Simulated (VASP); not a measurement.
Input of a VASP 6.6.1 run:

File INCAR:

```
PREC     = Accurate       # precision mode
ENCUT    = 520            # plane-wave cutoff, eV
EDIFF    = 1E-6           # SCF threshold, eV
ISMEAR   = -1             # smearing method
SIGMA    = 0.05           # smearing width, eV
LREAL    = F              # projectors in reciprocal space
LASPH    = T              # aspherical terms in the spheres
NELM     = 80             # most SCF steps
ALGO     = Normal         # electronic algorithm
ISIF     = 2              # what is computed and relaxed
LWAVE    = F              # write WAVECAR
LCHARG   = F              # write CHGCAR
GGA      = PE             # functional
NBANDS   = 24             # bands
```

The input KPOINTS:

```
regular mesh
0
Gamma
  5 5 4
```

The input POSCAR:

```
Sr2SO
1.0
    4.0432370000      0.0000000000      0.0000000000
    0.0000000000      4.0432370000      0.0000000000
    0.0000000000      0.0000000000      5.7180000000
Sr S O
2 1 1
Direct
    0.5000000000      0.5000000000      0.5000000000
    0.0000000000      0.0000000000      0.0000000000
    0.0000000000      0.0000000000      0.5000000000
    0.5000000000      0.5000000000      0.0000000000
```

Potentials or basis: VASP PAW PBE potentials, release 64 (Sr_sv, S, O).

Run with:

```sh
$ cat potpaw_PBE.64/Sr_sv/POTCAR potpaw_PBE.64/S/POTCAR potpaw_PBE.64/O/POTCAR > POTCAR
$ mpirun -np 1 vasp_std > vasp.out
```

(1) What does it give for the band gap on the k mesh?

(2) Estimate the pressure.

## Answers

(1) 2.19 eV, direct.

(2) 0.0 GPa.
